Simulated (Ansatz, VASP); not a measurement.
## Two plane-wave programs on PbSe

POSCAR

```
PbSe
1.0
    0.0000000000      3.0606500000      3.0606500000
    3.0606500000      0.0000000000      3.0606500000
    3.0606500000      3.0606500000      0.0000000000
Pb Se
1 1
Direct
    0.0000000000      0.0000000000      0.0000000000
    0.5000000000      0.5000000000      0.5000000000
```

File INCAR.step1:

```
SYSTEM = PbSe
  PREC = Accurate
  ENCUT = 520
  EDIFF = 1E-5
  ISMEAR = -1
  SIGMA = 0.05
  LREAL = .False.
  LASPH = .True.
  NELM = 100
  ALGO = Normal
  ISIF = 2
  LWAVE = .True.
  LCHARG = .False.
  NBANDS = 17
  GGA = PE
```

Contents of INCAR.step2:

```
SYSTEM = PbSe
  PREC = Accurate
  ENCUT = 520
  EDIFF = 1E-7
  ISMEAR = -1
  SIGMA = 0.05
  LREAL = .False.
  LASPH = .True.
  NELM = 100
  ALGO = Normal
  ISIF = 2
  LWAVE = .False.
  LCHARG = .False.
  METAGGA = R2SCAN
  LHFCALC = .True.
  AEXX = 0.1
  LMIXTAU = .True.
  PRECFOCK = Normal
  NBANDS = 17
  ISTART = 1
```

The input KPOINTS:

```
Automatic mesh
0
Gamma
  4 4 4
  0 0 0
```

The input input.yaml:

```yaml
crystal:
  lattice:
    - [0.0, 3.06065, 3.06065]
    - [3.06065, 0.0, 3.06065]
    - [3.06065, 3.06065, 0.0]
  atoms:
    - { symbol: Pb, position: [0.0, 0.0, 0.0] }
    - { symbol: Se, position: [0.5, 0.5, 0.5] }
hamiltonian:
  xc: r2scanh
  pseudopotentials: { kind: paw }
kpoints:
  mp_grid: { grid: [4, 4, 4] }
  band_path:
    path:
      - [[0.0, 0.0, 0.0], [0.5, 0.0, 0.5], [0.5, 0.25, 0.75], [0.375, 0.375, 0.75], [0.0, 0.0, 0.0], [0.5, 0.5, 0.5], [0.625, 0.25, 0.625], [0.5, 0.25, 0.75], [0.5, 0.5, 0.5], [0.375, 0.375, 0.75]]
      - [[0.625, 0.25, 0.625], [0.5, 0.0, 0.5]]
    npoints: 4
scf:
  occupations: { method: fermi_dirac, width: 0.05 }
  n_extra_bands: 6
output:
  forces: true
  stress: true
  eigenvalues: true
  fatbands: false
  write_density: true
  write_potential: true
  elf: true
  volumetric_format: npy
```

Alike in both runs: functional r2SCANh; k mesh 4 × 4 × 4; occupations fermi-dirac, width 0.05 eV; no spin polarisation.

|  | VASP | Ansatz |
| --- | --- | --- |
| version | VASP 6.6.1 | Ansatz 0.2.0 |
| potentials or method | VASP PAW PBE potentials, release 64 (Pb_d, Se) | Ansatz PAW |
| plane-wave cutoff (eV) | 520 | 500 |
| valence electrons in the cell | 20 | 30 |
| task | single point | band structure |

VASP gave:

| Property | Result |
| --- | --- |
| gap on the k mesh at the Fermi level (eV) | 0.97 |
| least direct gap on the mesh (eV) | 0.97 |
| pressure (GPa) | 1.3 |

What did Ansatz give for the same quantities?

gap on the k mesh at the Fermi level (eV): 0.94; least direct gap on the mesh (eV): 0.94; pressure (GPa): 1.3.

VASP's potentials were made for PBE, not for r2SCANh. VASP's potentials hold 20 valence electrons a cell and Ansatz's 30, so a difference there can come from the potentials and not from the codes.

The k mesh is coarse, so the values compare programs but aren't converged. Spin-orbit coupling is off throughout.
